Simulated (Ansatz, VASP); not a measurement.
# OsPtC4N4 in VASP and in Ansatz

```
Os Pt C N
1.0
     5.91338    0.00000    0.00000
     0.00000    5.91338    0.00000
     0.00000    0.00000    5.91338
Os Pt C N
1 1 4 4
Cartesian
  0.0000 0.0000 0.0000
  2.9567 2.9567 2.9567
  1.1061 1.1061 1.1061
  1.1061 4.8072 4.8072
  4.8072 1.1061 4.8072
  4.8072 4.8072 1.1061
  1.7928 1.7928 1.7928
  1.7928 4.1206 4.1206
  4.1206 1.7928 4.1206
  4.1206 4.1206 1.7928
```

Alike in both runs: task relaxation of cell and atoms; functional PBE; k mesh 6 × 6 × 6; occupations gaussian, width 0.01 eV; no spin polarisation.

```csv
,VASP,Ansatz
version,VASP 6.6.1,Ansatz 0.2.0
potentials or method,"VASP PAW PBE potentials, release 64 (Os, Pt, C, N), cutoff 600 eV","scalar-relativistic, plane waves, PAW"
valence electrons in the cell,54,70
```

```csv
,VASP,Ansatz,Ansatz less VASP
"gap on the k mesh at the Fermi level, each at its own relaxed structure (eV)",0.22,0.23,+0.007
relaxed volume (Å³/atom),20.73,20.68,-0.051
relaxed length of the cell vector where the two differ most in proportion (Å),5.918,5.913,-0.0049
```

VASP's potentials hold 54 valence electrons a cell and Ansatz's 70, so a difference there can come from the potentials and not from the codes.

Spin-orbit coupling is off throughout. Noted on VASP's run: the standard files for N, O and F lose accuracy on very short bonds.
